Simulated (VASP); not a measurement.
Sb, 6 atoms in the cell. The cell holds a slab with vacuum, 6 atoms: a = 7.047 Å, b = 7.047 Å, c = 22.810 Å, α = 90.00°, β = 90.00°, γ = 120.00°. 

- Program: VASP 6.6.1
- Task: single point
- Functional: PBE
- Dispersion: D3(BJ)
- Potentials or basis: VASP PAW PBE potentials, release 64 (Sb)
- Cutoff: 400 eV
- k mesh: 6 × 6 × 1
- Occupations: gaussian, width 0.04 eV
- Spin: no spin polarisation
- Dipole correction: yes
- Further INCAR settings: ALGO = Normal; EDIFF = 1e-06; NBANDS = 24; NELMDL = -8

Potentials or basis: VASP PAW PBE potentials, release 64 (Sb).

Run with:

```console
$ cat potpaw_PBE.64/Sb/POTCAR > POTCAR
$ mpirun -np 1 vasp_std > vasp.out
```

Hardware: 1 thread of Oxide Virtual Turin-like Processor, on a shared host.

Problem. Estimate the wall time of this run.

Solution. Run time: 12 min on 1 thread of Oxide Virtual Turin-like Processor, with other jobs on the host, peak memory 0.72 GiB. Counts: scf iterations 22, k points 20.
